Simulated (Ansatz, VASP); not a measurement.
Sc2Al5 in VASP and in Ansatz

```
CELL_PARAMETERS angstrom
4.10533 0.00000 0.00000
0.00000 5.80581 0.00000
0.00000 0.00000 18.70872
ATOMIC_POSITIONS crystal
Sc 0.00000 0.50000 0.26726
Sc 0.00000 0.00000 0.42242
Sc 0.00000 0.50000 0.57758
Sc 0.00000 0.00000 0.73274
Al 0.00000 0.00000 0.26726
Al 0.50000 0.25000 0.34484
Al 0.50000 0.75000 0.34484
Al 0.00000 0.50000 0.42242
Al 0.50000 0.75000 0.50000
Al 0.50000 0.25000 0.50000
Al 0.00000 0.00000 0.57758
Al 0.50000 0.25000 0.65516
Al 0.50000 0.75000 0.65516
Al 0.00000 0.50000 0.73274
```

Alike in both runs: task single point; functional PBE; k mesh 9 × 6 × 1; occupations gaussian, width 0.1 eV; no spin polarisation.

```csv
,VASP,Ansatz
version,VASP 6.6.1,Ansatz 0.2.0
potentials or method,"VASP PAW PBE potentials, release 64 (Sc_sv, Al), cutoff 520 eV","scalar-relativistic, plane waves, PAW"
valence electrons in the cell,74,74
```

Ansatz gave:

- gap on the k mesh at the Fermi level (eV): none
- rms of the force components (eV/Å): 0.153

Question: What did VASP give for the same quantities?

Answer: gap on the k mesh at the Fermi level (eV): none; rms of the force components (eV/Å): 0.152.

A gap of «none» marks a metal or a gap that the smearing closes. Ansatz's warnings: vacuum density over bound, xc potential rough in thin density.
